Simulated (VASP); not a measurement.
Here is a VASP 6.6.1 calculation.

INCAR

```
SYSTEM = O
PREC = Accurate
ENCUT = 600
EDIFF = 1E-6
ISMEAR = -1
SIGMA = 0.05
LREAL = .False.
LASPH = .True.
NELM = 120
ALGO = Normal
ISIF = 2
LWAVE = .False.
LCHARG = .True.
GGA = CA
LELF = .True.
LVHAR = .True.
NBANDS = 16
GGA_COMPAT = .False.
```

Contents of KPOINTS:

```
Automatic mesh
0
Gamma
  4 4 4
  0 0 0
```

The input POSCAR:

```
O
1.0
    4.1913400000      0.0000000000      0.0000000000
    0.0000000000      4.1913400000      0.0000000000
    0.0000000000      0.0000000000      4.1913400000
O
3
Direct
    0.0000000000      0.5000000000      0.5000000000
    0.5000000000      0.0000000000      0.5000000000
    0.5000000000      0.5000000000      0.0000000000
```

Potentials or basis: VASP PAW LDA potentials, release 64 (O).

Run with:

```console
$ cat potpaw_LDA.64/O/POTCAR > POTCAR
$ mpirun -np 1 vasp_std > vasp.out
```

(1) What does it give for the pressure?

(2) Estimate the band gap on the k mesh.

Results:

(1) -12.8 GPa.

(2) zero (band 9 reaches -6.04 eV, above the bottom of band 10 at -6.60 eV).

Caveat: the k points lie up to 0.37 Å⁻¹ apart.
